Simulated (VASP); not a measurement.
# TaN (P6/mmm) in VASP: notebook

Runs on TaN. Level: r2SCAN. Tasks: single point.

All numbers are computed with VASP 6.6.1; they aren't measurements. Logs are shortened: lines on timing, memory, paths and dates and some standing lists are left out, and cuts for length are marked.

**1. The cell of the first run**

Symmetry: P6/mmm, No. 191, hexagonal system. The conventional cell has a = 5.239 Å, b = 5.239 Å, c = 2.905 Å, α = 90.00°, β = 90.00°, γ = 120.00°. Ta (site symmetry 6/mmm) has 6 N at 2.62 Å and 14 Ta at 2.90 to 3.36 Å within 3.5 Å. Within 2.8 Å of Ta (site symmetry -6m2) lie 6 N at 2.10 Å. N (site symmetry mmm) has 6 Ta at 2.10 to 2.62 Å and 4 N at 2.62 Å within 2.8 Å.

**2. Single point, r2SCAN**

Contents of POSCAR:

```
TaN
1.0
    5.2392842521      0.0000000000      0.0000000000
   -2.6196421261      4.5373532600      0.0000000000
    0.0000000000      0.0000000000      2.9047770841
Ta N
3 3
Direct
    0.0000000000      0.0000000000      0.0000000000
    0.3333333333      0.6666666667      0.5000000000
    0.6666666667      0.3333333333      0.5000000000
    0.5000000000      0.0000000000      0.0000000000
    0.5000000000      0.5000000000      0.0000000000
    0.0000000000      0.5000000000      0.0000000000
```

Contents of INCAR.step1:

```
SYSTEM = TaN
ALGO = Normal
EDIFF = 1E-4
ENCUT = 520
GGA = PE
ISMEAR = 0
LASPH = .TRUE.
LCHARG = .FALSE.
LREAL = .FALSE.
LWAVE = .TRUE.
NBANDS = 33
NELM = 100
PREC = Accurate
SIGMA = 0.15
```

Contents of INCAR.step2:

```
SYSTEM = TaN
ALGO = Normal
EDIFF = 1E-6
ENCUT = 520
ISIF = 2
ISMEAR = 0
ISTART = 1
LASPH = .TRUE.
LCHARG = .TRUE.
LELF = .TRUE.
LMIXTAU = .TRUE.
LREAL = .FALSE.
LVHAR = .TRUE.
LWAVE = .FALSE.
METAGGA = R2SCAN
NBANDS = 33
NELM = 100
PREC = Accurate
SIGMA = 0.15
```

Contents of KPOINTS:

```
k-points
0
G
  6 6 12
  0 0 0
```

Potentials or basis: VASP PAW PBE potentials, release 64 (Ta_pv, N).

Started as:

```console
> cat potpaw_PBE.64/Ta_pv/POTCAR potpaw_PBE.64/N/POTCAR > POTCAR
> cp INCAR.step1 INCAR
> mpirun -np 1 vasp_std > vasp.out
> cp INCAR.step2 INCAR
> mpirun -np 1 vasp_std > vasp.out
```

OUTCAR:

```text
SYSTEM = TaN
   EDIFF = 1E-6
   ENCUT = 520
   ISIF = 2
   ISMEAR = 0
   ISTART = 1
   LASPH = .TRUE.
   LREAL = .FALSE.
   METAGGA = R2SCAN
   NELM = 100
   PREC = Accurate

 ion  position               nearest neighbor table
   1  0.000  0.000  0.000-   4 2.62   4 2.62   5 2.62   5 2.62   6 2.62   6 2.62   3 3.36   3 3.36
                             2 3.36   2 3.36   2 3.36   3 3.36   2 3.36   3 3.36   2 3.36   3 3.36
   2  0.333  0.667  0.500-   6 2.10   6 2.10   4 2.10   4 2.10   5 2.10   5 2.10   3 3.02   3 3.02
                             3 3.02   1 3.36   1 3.36   1 3.36   1 3.36   1 3.36   1 3.36
   3  0.667  0.333  0.500-   6 2.10   6 2.10   4 2.10   4 2.10   5 2.10   5 2.10   2 3.02   2 3.02
                             2 3.02   1 3.36   1 3.36   1 3.36   1 3.36   1 3.36   1 3.36
   4  0.500  0.000  0.000-   2 2.10   3 2.10   2 2.10   3 2.10   1 2.62   1 2.62
   5  0.500  0.500  0.000-   2 2.10   3 2.10   2 2.10   3 2.10   1 2.62   1 2.62
   6  0.000  0.500  0.000-   2 2.10   3 2.10   2 2.10   3 2.10   1 2.62   1 2.62

  LATTYP: Found a hexagonal cell.
 ALAT       =     5.2392842521
 C/A-ratio  =     0.5544225021

  Lattice vectors:

 A1 = (   5.2392842521,   0.0000000000,   0.0000000000)
 A2 = (  -2.6196421261,   4.5373532600,   0.0000000000)
 A3 = (   0.0000000000,   0.0000000000,   2.9047770841)

Analysis of symmetry for initial positions (statically):
=====================================================================
 Subroutine PRICEL returns:
 Original cell was already a primitive cell.

 Routine SETGRP: Setting up the symmetry group for a
 hexagonal supercell.

 Subroutine GETGRP returns: Found 24 space group operations
 (whereof 24 operations were pure point group operations)
 out of a pool of 24 trial point group operations.

The static configuration has the point symmetry D_6h.

Analysis of symmetry for dynamics (positions and initial velocities):
=====================================================================
 Subroutine PRICEL returns:
 Original cell was already a primitive cell.

 Routine SETGRP: Setting up the symmetry group for a
 hexagonal supercell.

 Subroutine GETGRP returns: Found 24 space group operations
 (whereof 24 operations were pure point group operations)
 out of a pool of 24 trial point group operations.

The dynamic configuration has the point symmetry D_6h.

 Subroutine INISYM returns: Found 24 space group operations
 (whereof 24 operations are pure point group operations),
 and found     1 'primitive' translations

----------------------------------------------------------------------------------------

                                     Primitive cell

  volume of cell :      69.0538

  direct lattice vectors                    reciprocal lattice vectors
     5.239284252  0.000000000  0.000000000     0.190865766  0.110196401  0.000000000
    -2.619642126  4.537353260  0.000000000     0.000000000  0.220392802  0.000000000
     0.000000000  0.000000000  2.904777084     0.000000000  0.000000000  0.344260496

  length of vectors
     5.239284252  5.239284252  2.904777084     0.220392802  0.220392802  0.344260496

  position of ions in fractional coordinates (direct lattice)
     0.000000000  0.000000000  0.000000000
     0.333333333  0.666666667  0.500000000
     0.666666667  0.333333333  0.500000000
     0.500000000  0.000000000  0.000000000
     0.500000000  0.500000000  0.000000000
     0.000000000  0.500000000  0.000000000

  ion indices of the primitive-cell ions
   primitive index   ion index
                 1           1
                 2           2
                 3           3
                 4           4
                 5           5
                 6           6

----------------------------------------------------------------------------------------

 KPOINTS: k-points

Automatic generation of k-mesh.
 Grid dimensions read from file:
 generate k-points for:    6    6   12

 Generating k-lattice:

  Cartesian coordinates                     Fractional coordinates (reciprocal lattice)
     0.031810961  0.018366067  0.000000000     0.166666667  0.000000000  0.000000000
     0.000000000  0.036732134  0.000000000     0.000000000  0.166666667  0.000000000
     0.000000000  0.000000000  0.028688375     0.000000000  0.000000000  0.083333333

  Length of vectors
     0.036732134  0.036732134  0.028688375

  Shift w.r.t. Gamma in fractional coordinates (k-lattice)
     0.000000000  0.000000000  0.000000000

 Subroutine IBZKPT returns following result:
 ===========================================

 Found     49 irreducible k-points:

 Following reciprocal coordinates:
            Coordinates               Weight
  0.000000  0.000000  0.000000      1.000000
  0.166667  0.000000  0.000000      6.000000
  0.333333 -0.000000  0.000000      6.000000
  0.500000  0.000000  0.000000      3.000000
  0.166667  0.166667  0.000000      6.000000
  0.333333  0.166667  0.000000     12.000000
[... 16 lines left out ...]
  0.166667  0.000000  0.250000     12.000000
  0.333333 -0.000000  0.250000     12.000000
 [... further k-points ...]
   k-points           NKPTS =     49   k-points in BZ     NKDIM =     49   number of bands    NBANDS=     33
   number of dos      NEDOS =    301   number of ions     NIONS =      6
   total plane-waves  NPLWV =  38400
   dimension x,y,z NGX =    40 NGY =   40 NGZ =   24
   dimension x,y,z NGXF=    80 NGYF=   80 NGZF=   48
   ions per type =               3   3
   NGX,Y,Z   is equivalent  to a cutoff of  12.69, 12.69, 13.74 a.u.
   NGXF,Y,Z  is equivalent  to a cutoff of  25.38, 25.38, 27.47 a.u.
 SYSTEM =  TaN
   PREC   = accura    normal or accurate (medium, high low for compatibility)
   ISTART =      1    job   : 0-new  1-cont  2-samecut
   ICHARG =      0    charge: 1-file 2-atom 10-const
   ISPIN  =      1    spin polarized calculation?
   LNONCOLLINEAR =      F non collinear calculations
   LSORBIT =      F    spin-orbit coupling
   LASPH  =      T    aspherical Exc in radial PAW
   ENCUT  =  520.0 eV  38.22 Ry    6.18 a.u.   9.74  9.74  5.40*2*pi/ulx,y,z
   NELM   =    100;   NELMIN=  2; NELMDL=  0     # of ELM steps
   EDIFF  = 0.1E-05   stopping-criterion for ELM
   LREAL  =      F    real-space projection
   EDIFFG = 0.1E-04   stopping-criterion for IOM
   NSW    =      0    number of steps for IOM
   IBRION =     -1    ionic relax: 0-MD 1-quasi-New 2-CG
   NFREE  =      0    steps in history (QN), initial steepest desc. (CG)
   ISIF   =      2    stress and relaxation
   ISYM   =      2    0-nonsym 1-usesym 2-fastsym
   POTIM  = 0.5000    time-step for ionic-motion
   TEBEG  =    0.0;   TEEND  =   0.0 temperature during run
   PSTRESS=    0.0 pullay stress
   NELECT =      48.0000    total number of electrons
   NUPDOWN=      -1.0000    fix difference up-down
   EMIN   =  10.00;   EMAX   =-10.00  energy-range for DOS
   EFERMI =   0.00;   METHOD = LEGACY
   ISMEAR =     0;   SIGMA  =   0.15  broadening in eV -4-tet -1-fermi 0-gaus
   EFERMI_NEDOS =   21; number of points for ismear=-14 and -15
   IALGO  =     38    algorithm
   IMIX   =      4    mixing-type and parameters
     AMIX     =   0.40;   BMIX     =  1.00
     AMIX_MAG =   1.60;   BMIX_MAG =  1.00
  volume/ion in A,a.u.               =      11.51        77.67
  Fermi-wavevector in a.u.,A,eV,Ry     =   1.450194  2.740469 28.613907  2.103063
  Thomas-Fermi vector in A             =   2.567834
   LORBIT       =      0    0 simple, 1 ext, 2 COOP (PROOUT), +10 PAW based schemes
   METAGGA = R2SCAN    functional components
   LHFCALC =     F    Hartree Fock is set to
   AEXX    =    0.0000 exact exchange contribution
   IVDW    =     0    specifies the selected vdW correction
   LEPSILON=     F    determine dielectric tensor
   LRPA    =     F    only Hartree local field effects (RPA)
 non-spin polarized calculation
 Gauss-broadening in eV      SIGMA  =   0.15
  energy-cutoff  :      520.00
  volume of cell :       69.05
 maximum number of plane-waves:      1895
 NGX is ok and might be reduce to    40
   NGX = 19   NGY = 19   NGZ = 11

 number of electron      48.0000000 magnetization

 Free energy of the ion-electron system (eV)
  ---------------------------------------------------
  ext. energy  EPLUGINS =         0.00000000
  ---------------------------------------------------
  free energy    TOTEN  =      -178.41458778 eV

  energy without entropy =     -178.40574457  energy(sigma->0) =     -178.41016618

 E-fermi :   8.0759     XC(G=0): -13.9361

 val. band max:        7.9441548910   @ k =   0.0000   0.0000   0.2500
 cond. band min:       8.1118330739   @ k =   0.1667   0.0000   0.1667
 fundamental gap:      0.1676781829
 Fermi energy:         8.0759126399

 k-point     1 :       0.0000    0.0000    0.0000
  band No.  band energies     occupation
      1     -29.5973      2.00000
      2     -29.5973      2.00000
      3     -29.2081      2.00000
      4     -29.2081      2.00000
      5     -28.9706      2.00000
      6     -28.8426      2.00000
[... 25 lines left out ...]
     32      11.3392      0.00000
     33      11.3392      0.00000

 k-point     2 :       0.1667    0.0000    0.0000
  band No.  band energies     occupation
      1     -29.6143      2.00000
      2     -29.5841      2.00000
      3     -29.2036      2.00000
      4     -29.1865      2.00000
      5     -28.9629      2.00000
      6     -28.8501      2.00000
[... 25 lines left out ...]
     32      11.4478      0.00000
     33      11.6420      0.00000

 k-point     3 :       0.3333   -0.0000    0.0000
  band No.  band energies     occupation
      1     -29.6444      2.00000
      2     -29.5343      2.00000
      3     -29.2395      2.00000
      4     -29.1465      2.00000
      5     -28.9430      2.00000
      6     -28.8695      2.00000
[... 25 lines left out ...]
     32      11.5960      0.00000
     33      11.7159      0.00000

 k-point     4 :       0.5000    0.0000    0.0000
  band No.  band energies     occupation
      1     -29.6579      2.00000
      2     -29.4838      2.00000
      3     -29.2948      2.00000
      4     -29.1274      2.00000
      5     -28.9271      2.00000
      6     -28.8852      2.00000
[... 25 lines left out ...]
     32      11.7696      0.00000
     33      11.9067      0.00000

 k-point     5 :       0.1667    0.1667    0.0000
  band No.  band energies     occupation
      1     -29.6316      2.00000
      2     -29.5561      2.00000
      3     -29.2276      2.00000
      4     -29.1539      2.00000
      5     -28.9488      2.00000
      6     -28.8638      2.00000
[... 604 lines left out ...]
 k-point    22 :       0.0000    0.0000    0.2500
  band No.  band energies     occupation
      1     -29.5142      2.00000
      2     -29.5142      2.00000
      3     -29.4592      2.00000
      4     -29.2769      2.00000
      5     -29.1290      2.00000
      6     -29.1290      2.00000
[... 25 lines left out ...]
     32      11.5214      0.00000
     33      11.6772      0.00000

 k-point    23 :       0.1667    0.0000    0.2500
  band No.  band energies     occupation
      1     -29.5263      2.00000
      2     -29.4994      2.00000
      3     -29.4518      2.00000
      4     -29.2872      2.00000
      5     -29.1361      2.00000
      6     -29.1139      2.00000
[... 25 lines left out ...]
     32      11.3875      0.00000
     33      11.7818      0.00000

 k-point    24 :       0.3333   -0.0000    0.2500
  band No.  band energies     occupation
      1     -29.5484      2.00000
      2     -29.4571      2.00000
      3     -29.4306      2.00000
      4     -29.3129      2.00000
      5     -29.1766      2.00000
      6     -29.0854      2.00000
[... 25 lines left out ...]
     32      11.7004      0.00000
     33      12.2971      0.00000

 [... further k-points ...]
[... 5 lines left out ...]
  --------------------------------------------------------------------------------------
  -------------------------------------------------------------------------------------
  Total        0.6677907      0.6677907      0.8360359     -0.0000000      0.0000000      0.0000000
  in kB       15.4940002     15.4940002     19.3976061     -0.0000000      0.0000000      0.0000000
  external PRESSURE =      16.7952021 kB  Pullay stress =       0.0000000 kB

 VOLUME and BASIS-vectors are now :
 -----------------------------------------------------------------------------
  energy-cutoff  :      520.00
  volume of cell :       69.05
      direct lattice vectors                 reciprocal lattice vectors
     5.239284252  0.000000000  0.000000000     0.190865766  0.110196401  0.000000000
    -2.619642126  4.537353260  0.000000000     0.000000000  0.220392802  0.000000000
     0.000000000  0.000000000  2.904777084     0.000000000  0.000000000  0.344260496

 POSITION                                       TOTAL-FORCE (eV/Angst)
 -----------------------------------------------------------------------------------
      0.00000      0.00000      0.00000        -0.000000      0.000000      0.000000
     -0.00000      3.02490      1.45239        -0.000000      0.000000      0.000000
      2.61964      1.51245      1.45239         0.000000      0.000000     -0.000000
      2.61964      0.00000      0.00000        -0.000000      0.000000      0.000000
      1.30982      2.26868      0.00000        -0.000000      0.000000      0.000000
     -1.30982      2.26868      0.00000         0.000000      0.000000      0.000000
 -----------------------------------------------------------------------------------
    total drift:                               -0.000000      0.000000     -0.000000

  FREE ENERGIE OF THE ION-ELECTRON SYSTEM (eV)
  ---------------------------------------------------
  free  energy   TOTEN  =      -178.4145877832 eV

  energy  without entropy=     -178.4057445681  energy(sigma->0) =     -178.41016618
```

Run time: 2.7 min. Hardware: 1 thread of Intel Xeon 6975P-C (Granite Rapids), shared host; peak memory 0.25 GiB.

Results:

* Free energy: -178.4146 eV
* Pressure: 1.7 GPa
* Band gap on the k mesh: zero (band 24 reaches 9.04 eV, above the bottom of band 25 at 6.87 eV)

Caveat: the PAW data sets were made with another functional, which shifts forces and pressure a little; spin-orbit coupling is left out, which moves the levels of the heavy elements.

(Continued in part 2 of 2.)
